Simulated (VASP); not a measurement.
# BP (Pm-3m) in VASP: further runs

Aim: see how the results for BP move with the level of theory and the settings. Levels: PBEsol, PBE-based screened hybrid. Tasks: single point.

All numbers are computed with VASP 6.6.1; they aren't measurements. Logs are shortened: lines on timing, memory, paths and dates and some standing lists are left out, and cuts for length are marked.

## (1) The cell of the first run

It takes space group Pm-3m (No. 221, cubic). The conventional cell has a = 2.708 Å, b = 2.708 Å, c = 2.708 Å, α = 90.00°, β = 90.00°, γ = 90.00°. Within 3.1 Å of B (site symmetry m-3m) lie 8 P at 2.35 Å and 6 B at 2.71 Å. P (site symmetry m-3m) has 8 B at 2.35 Å and 6 P at 2.71 Å within 3.1 Å.

## (2) Single point, PBEsol

Contents of INCAR:

```
ALGO = Normal
EDIFF = 1E-6
ENCUT = 500
GGA = PS
GGA_COMPAT = False
ISIF = 2
ISMEAR = -1
ISYM = 0
LASPH = True
LCHARG = True
LELF = True
LREAL = False
LVHAR = True
LWAVE = False
NBANDS = 11
NELM = 120
PREC = Accurate
SIGMA = 0.02
```

Contents of KPOINTS:

```
k-points
0
Gamma
  8 8 1
```

Contents of POSCAR:

```
BP
1.0
    2.7080526412      0.0000000000      0.0000000000
    0.0000000000      2.7080526412      0.0000000000
    0.0000000000      0.0000000000      2.7080526412
B P
1 1
Direct
    0.0000000000      0.0000000000      0.0000000000
    0.5000000000      0.5000000000      0.5000000000
```

Potentials or basis: VASP PAW PBE potentials, release 64 (B, P).

Started as:

```bash
$ cat potpaw_PBE.64/B/POTCAR potpaw_PBE.64/P/POTCAR > POTCAR
$ mpirun -np 1 vasp_std > vasp.out
```

OUTCAR:

```text
EDIFF = 1E-6
   ENCUT = 500
   GGA = PS
   ISIF = 2
   ISMEAR = -1
   ISYM = 0
   LASPH = True
   LREAL = False
   NELM = 120
   PREC = Accurate

 ion  position               nearest neighbor table
   1  0.000  0.000  0.000-   2 2.35   2 2.35   2 2.35   2 2.35   2 2.35   2 2.35   2 2.35   2 2.35

   2  0.500  0.500  0.500-   1 2.35   1 2.35   1 2.35   1 2.35   1 2.35   1 2.35   1 2.35   1 2.35

IMPORTANT INFORMATION: All symmetrisations will be switched off!
NOSYMM: (Re-)initialisation of all symmetry stuff for point group C_1.

----------------------------------------------------------------------------------------

                                     Primitive cell

  volume of cell :      19.8596

  direct lattice vectors                    reciprocal lattice vectors
     2.708052641  0.000000000  0.000000000     0.369269040  0.000000000  0.000000000
     0.000000000  2.708052641  0.000000000     0.000000000  0.369269040  0.000000000
     0.000000000  0.000000000  2.708052641     0.000000000  0.000000000  0.369269040

  length of vectors
     2.708052641  2.708052641  2.708052641     0.369269040  0.369269040  0.369269040

  position of ions in fractional coordinates (direct lattice)
     0.000000000  0.000000000  0.000000000
     0.500000000  0.500000000  0.500000000

  ion indices of the primitive-cell ions
   primitive index   ion index
                 1           1
                 2           2

----------------------------------------------------------------------------------------

 KPOINTS: k-points

Automatic generation of k-mesh.
 Grid dimensions read from file:
 generate k-points for:    8    8    1

 Generating k-lattice:

  Cartesian coordinates                     Fractional coordinates (reciprocal lattice)
     0.046158630  0.000000000  0.000000000     0.125000000  0.000000000  0.000000000
     0.000000000  0.046158630  0.000000000     0.000000000  0.125000000  0.000000000
     0.000000000  0.000000000  0.369269040     0.000000000  0.000000000  1.000000000

  Length of vectors
     0.046158630  0.046158630  0.369269040

  Shift w.r.t. Gamma in fractional coordinates (k-lattice)
     0.000000000  0.000000000  0.000000000

 -----------------------------------------------------------------------------
|                                                                             |
|           W    W    AA    RRRRR   N    N  II  N    N   GGGG   !!!           |
|           W    W   A  A   R    R  NN   N  II  NN   N  G    G  !!!           |
|           W    W  A    A  R    R  N N  N  II  N N  N  G       !!!           |
|           W WW W  AAAAAA  RRRRR   N  N N  II  N  N N  G  GGG   !            |
|           WW  WW  A    A  R   R   N   NN  II  N   NN  G    G                |
|           W    W  A    A  R    R  N    N  II  N    N   GGGG   !!!           |
|                                                                             |
|     Your reciprocal lattice and k-lattice belong to different lattice       |
|     classes:                                                                |
|                                                                             |
|        The reciprocal lattice is simple cubic,                              |
|        whereas your k-lattice is simple tetragonal.                         |
|                                                                             |
|     Results are often still useful ...                                      |
|                                                                             |
 -----------------------------------------------------------------------------

 WARNING: IBZKPT: internal override: KBLOWUP is changed to .FALSE.
      ... skipping the blow-up phase ...

 Subroutine IBZKPT returns following result:
 ===========================================

 Found     34 irreducible k-points:

 Following reciprocal coordinates:
            Coordinates               Weight
  0.000000  0.000000  0.000000      1.000000
  0.125000  0.000000  0.000000      2.000000
  0.250000  0.000000  0.000000      2.000000
  0.375000  0.000000  0.000000      2.000000
  0.500000  0.000000  0.000000      1.000000
  0.000000  0.125000  0.000000      2.000000
[... 16 lines left out ...]
  0.125000  0.375000  0.000000      2.000000
  0.250000  0.375000  0.000000      2.000000
 [... further k-points ...]
   k-points           NKPTS =     34   k-points in BZ     NKDIM =     34   number of bands    NBANDS=     11
   number of dos      NEDOS =    301   number of ions     NIONS =      2
   total plane-waves  NPLWV =   8000
   dimension x,y,z NGX =    20 NGY =   20 NGZ =   20
   dimension x,y,z NGXF=    40 NGYF=   40 NGZF=   40
   ions per type =               1   1
   NGX,Y,Z   is equivalent  to a cutoff of  12.28, 12.28, 12.28 a.u.
   NGXF,Y,Z  is equivalent  to a cutoff of  24.56, 24.56, 24.56 a.u.
 SYSTEM =  unknown system
   PREC   = accura    normal or accurate (medium, high low for compatibility)
   ISTART =      0    job   : 0-new  1-cont  2-samecut
   ICHARG =      2    charge: 1-file 2-atom 10-const
   ISPIN  =      1    spin polarized calculation?
   LNONCOLLINEAR =      F non collinear calculations
   LSORBIT =      F    spin-orbit coupling
   LASPH  =      T    aspherical Exc in radial PAW
   ENCUT  =  500.0 eV  36.75 Ry    6.06 a.u.   4.94  4.94  4.94*2*pi/ulx,y,z
   NELM   =    120;   NELMIN=  2; NELMDL= -5     # of ELM steps
   EDIFF  = 0.1E-05   stopping-criterion for ELM
   LREAL  =      F    real-space projection
   EDIFFG = 0.1E-04   stopping-criterion for IOM
   NSW    =      0    number of steps for IOM
   IBRION =     -1    ionic relax: 0-MD 1-quasi-New 2-CG
   NFREE  =      0    steps in history (QN), initial steepest desc. (CG)
   ISIF   =      2    stress and relaxation
   ISYM   =      0    0-nonsym 1-usesym 2-fastsym
   POTIM  = 0.5000    time-step for ionic-motion
   TEBEG  =    0.0;   TEEND  =   0.0 temperature during run
   PSTRESS=    0.0 pullay stress
   NELECT =       8.0000    total number of electrons
   NUPDOWN=      -1.0000    fix difference up-down
   EMIN   =  10.00;   EMAX   =-10.00  energy-range for DOS
   EFERMI =   0.00;   METHOD = LEGACY
   ISMEAR =    -1;   SIGMA  =   0.02  broadening in eV -4-tet -1-fermi 0-gaus
   EFERMI_NEDOS =   21; number of points for ismear=-14 and -15
   IALGO  =     38    algorithm
   IMIX   =      4    mixing-type and parameters
     AMIX     =   0.40;   BMIX     =  1.00
     AMIX_MAG =   1.60;   BMIX_MAG =  1.00
  volume/ion in A,a.u.               =       9.93        67.01
  Fermi-wavevector in a.u.,A,eV,Ry     =   1.209060  2.284791 19.889340  1.461825
  Thomas-Fermi vector in A             =   2.344649
   LORBIT       =      0    0 simple, 1 ext, 2 COOP (PROOUT), +10 PAW based schemes
   GGA     = PS    functional components
   LHFCALC =     F    Hartree Fock is set to
   AEXX    =    0.0000 exact exchange contribution
   IVDW    =     0    specifies the selected vdW correction
   LEPSILON=     F    determine dielectric tensor
   LRPA    =     F    only Hartree local field effects (RPA)
 non-spin polarized calculation
  energy-cutoff  :      500.00
  volume of cell :       19.86
 maximum number of plane-waves:       518
   NGX =  9   NGY =  9   NGZ =  9

 number of electron       7.9999998 magnetization

 Free energy of the ion-electron system (eV)
  ---------------------------------------------------
  ext. energy  EPLUGINS =         0.00000000
  ---------------------------------------------------
  free energy    TOTEN  =        -7.07910320 eV

  energy without entropy =       -7.07552506  energy(sigma->0) =       -7.07731413

 E-fermi :  12.6205     XC(G=0): -12.1543

 val. band max:       11.8651323115   @ k =  -0.3750   0.1250   0.0000
 cond. band min:      12.6209564690   @ k =   0.2500   0.3750   0.0000
 fundamental gap:      0.7558241575
 Fermi energy:        12.6205168588

 k-point     1 :       0.0000    0.0000    0.0000
  band No.  band energies     occupation
      1      -7.0722      2.00000
      2       9.1518      2.00000
      3       9.1518      2.00000
      4       9.1666      2.00000
      5      12.6821      0.08792
      6      14.4603      0.00000
      7      14.4886      0.00000
      8      21.3321      0.00000
      9      21.3321      0.00000
     10      21.3898      0.00000
     11      28.1947      0.00000

 k-point     2 :       0.1250    0.0000    0.0000
  band No.  band energies     occupation
      1      -6.7876      2.00000
      2       6.7749      2.00000
      3       9.4259      2.00000
      4       9.4410      2.00000
      5      13.1742      0.00000
      6      14.7613      0.00000
      7      16.9493      0.00000
      8      20.3719      0.00000
      9      20.4195      0.00000
     10      20.7932      0.00000
     11      28.2157      0.00000

 k-point     3 :       0.2500    0.0000    0.0000
  band No.  band energies     occupation
      1      -5.9439      2.00000
      2       3.4185      2.00000
      3      10.2439      2.00000
      4      10.2600      2.00000
      5      13.7984      0.00000
      6      15.5713      0.00000
      7      18.1659      0.00000
      8      18.1982      0.00000
      9      19.1365      0.00000
     10      21.8222      0.00000
     11      26.8739      0.00000
[... 267 lines left out ...]
 k-point    23 :       0.1250    0.3750    0.0000
  band No.  band energies     occupation
      1      -4.3125      2.00000
      2       0.7458      2.00000
      3       9.1975      2.00000
      4      11.8651      2.00000
      5      13.3760      0.00000
      6      15.5495      0.00000
      7      15.8757      0.00000
      8      18.3503      0.00000
      9      19.2699      0.00000
     10      24.9719      0.00000
     11      26.6026      0.00000

 k-point    24 :       0.2500    0.3750    0.0000
  band No.  band energies     occupation
      1      -3.4542      2.00000
      2       1.5464      2.00000
      3       5.8557      2.00000
      4      10.3319      2.00000
      5      12.6210      0.98901
      6      16.2261      0.00000
      7      16.3149      0.00000
      8      19.0574      0.00000
      9      22.3679      0.00000
     10      23.9585      0.00000
     11      25.7991      0.00000

 [... further k-points ...]

------------------------ aborting loop because EDIFF is reached ----------------------------------------

  FORCE on cell =-STRESS in cart. coord.  units (eV):
  Direction    XX          YY          ZZ          XY          YZ          ZX
  --------------------------------------------------------------------------------------
  -------------------------------------------------------------------------------------
  Total        9.2671305      9.2671295    -15.3327793      0.0000002      0.0000006     -0.0000007
  in kB      747.6262736    747.6261925  -1236.9728251      0.0000180      0.0000514     -0.0000528
  external PRESSURE =      86.0932137 kB  Pullay stress =       0.0000000 kB

 VOLUME and BASIS-vectors are now :
 -----------------------------------------------------------------------------
  energy-cutoff  :      500.00
  volume of cell :       19.86
      direct lattice vectors                 reciprocal lattice vectors
     2.708052641  0.000000000  0.000000000     0.369269040  0.000000000  0.000000000
     0.000000000  2.708052641  0.000000000     0.000000000  0.369269040  0.000000000
     0.000000000  0.000000000  2.708052641     0.000000000  0.000000000  0.369269040

 POSITION                                       TOTAL-FORCE (eV/Angst)
 -----------------------------------------------------------------------------------
      0.00000      0.00000      0.00000        -0.000000     -0.000000     -0.000000
      1.35403      1.35403      1.35403         0.000000      0.000000      0.000000
 -----------------------------------------------------------------------------------
    total drift:                                0.000000      0.000000     -0.000002

  FREE ENERGIE OF THE ION-ELECTRON SYSTEM (eV)
  ---------------------------------------------------
  free  energy   TOTEN  =        -7.0791031976 eV

  energy  without entropy=       -7.0755250576  energy(sigma->0) =       -7.07731413
```

Wall time 10 s (1 thread of AMD EPYC 7R43 (Zen 3), shared host); peak memory 0.09 GiB.

The run converged, but its numbers aren't listed here, since they failed a check.

Caveat: the k points lie up to 2.32 Å⁻¹ apart; the PAW data sets were made with another functional, which shifts forces and pressure a little.

[end of part 1 of 2]
